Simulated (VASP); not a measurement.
Write the native input for VASP 6.6.1 that does the following.

- Task: single point
- Functional: PBE
- Dispersion: D3(BJ)
- Potentials or basis: VASP PAW PBE potentials, release 64 (Li_sv)
- Cutoff: 520 eV
- k mesh: 2 × 2 × 2
- Occupations: fermi-dirac, width 0.1 eV
- Spin: no spin polarisation
- Dipole correction: no
- Further INCAR settings: LREAL = Auto; ALGO = Normal; EDIFF = 1e-06; NBANDS = 38

The structure of Li lies in POSCAR:

```
Li
1.0
    7.2053150000      0.0000000000      0.0000000000
    0.0000000000      7.2053150000      0.0000000000
    0.0000000000      0.0000000000      7.2053150000
Li
16
Direct
   -0.0014433790     -0.0397067998     -0.0356125999
    0.5423635192     -0.0307689532      0.0404562465
   -0.0571244977      0.5048773024     -0.0165849793
    0.0090349971     -0.0160575908      0.5449865828
    0.1778409410      0.2433758968      0.2745889666
    0.4854888371      0.4989650001      0.0096179001
    0.4803537389     -0.0263000299      0.5131212168
    0.7310159237      0.2627921194      0.2579762300
   -0.0176397562      0.5118027456      0.5395600331
    0.2139948080      0.7239239367      0.2730345585
    0.2246674850      0.2465541062      0.8260985120
    0.4960921209      0.4606321861      0.5475124960
    0.6754319554      0.7020789514      0.2702588298
    0.6865765064      0.2319815303      0.7391210516
    0.3073286872      0.7577878275      0.7847540323
    0.7418273871      0.7561779048      0.7153608135
```

These files were run (other wordings do the same):

INCAR

```
SYSTEM = Li
PREC = Accurate
ENCUT = 520
EDIFF = 1E-6
ISMEAR = -1
SIGMA = 0.1
LREAL = Auto
LASPH = .TRUE.
NELM = 60
ALGO = Normal
ISIF = 2
LWAVE = .FALSE.
LCHARG = .FALSE.
GGA = PE
IVDW = 12
NBANDS = 38
```

KPOINTS

```
regular mesh
0
G
  2 2 2
  0 0 0
```

Potentials or basis: VASP PAW PBE potentials, release 64 (Li_sv).

Command:

```console
$ cat potpaw_PBE.64/Li_sv/POTCAR > POTCAR
$ mpirun -np 1 vasp_std > vasp.out
```

It gave:

The largest force is 0.558 eV/Å and the band gap on the k mesh is zero (bands 24 and 25 overlap by 0.79 eV). The dispersion energy per atom is -0.147 eV.

Caveat: the k points lie up to 0.44 Å⁻¹ apart, too coarse for converged energies and pressures of a metal; the atoms stand as in a frame of molecular dynamics.

It took 3.8 min on 1 thread of Intel Xeon 8259CL (shared host), peak memory 0.38 GiB.
